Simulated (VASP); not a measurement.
Set up this calculation in VASP 6.6.1, as the native input.

```
Task                   : single point
Functional             : PBE
Potentials or basis    : VASP PAW PBE potentials, release 64 (Mg, Se)
Cutoff                 : 600 eV
k mesh                 : 6 × 6 × 6
Occupations            : gaussian, width 0.01 eV
Spin                   : no spin polarisation
Dipole correction      : no
Further INCAR settings : ALGO = Normal; EDIFF = 1e-06; NBANDS = 11
```

The structure of MgSe lies in POSCAR:

```
MgSe
1.0
    0.0000000000      2.7266488119      2.7266488119
    2.7266488119      0.0000000000      2.7266488119
    2.7266488119      2.7266488119      0.0000000000
Mg Se
1 1
Direct
    0.0000000000      0.0000000000      0.0000000000
    0.5000000000      0.5000000000      0.5000000000
```

This cell differs from its parent crystal: volume changed by -3%.

The input as run:

INCAR

```
ALGO     = Normal         # electronic algorithm
EDIFF    = 1E-6           # SCF threshold, eV
ENCUT    = 600            # plane-wave cutoff, eV
GGA      = PE             # functional
GGA_COMPAT= False        
ISIF     = 2              # what is computed and relaxed
ISMEAR   = 0              # smearing method
LASPH    = True           # aspherical terms in the spheres
LCHARG   = False          # write CHGCAR
LREAL    = False          # projectors in reciprocal space
LWAVE    = False          # write WAVECAR
NBANDS   = 11             # bands
NELM     = 120            # most SCF steps
PREC     = Accurate       # precision mode
SIGMA    = 0.01           # smearing width, eV
```

KPOINTS

```
k-points
0
Gamma
  6 6 6
```

Potentials or basis: VASP PAW PBE potentials, release 64 (Mg, Se).

The run is started by

```sh
$ cat potpaw_PBE.64/Mg/POTCAR potpaw_PBE.64/Se/POTCAR > POTCAR
$ mpirun -np 1 vasp_std > vasp.out
```

It gave:

| Item | Value |
| --- | --- |
| Pressure | 1.9 GPa |
| Band gap on the k mesh | 1.80 eV, indirect (least direct gap 2.59 eV) |

Wall time 21 s on 1 thread of Intel Xeon 8259CL, with other jobs on the host, peak memory 0.17 GiB.
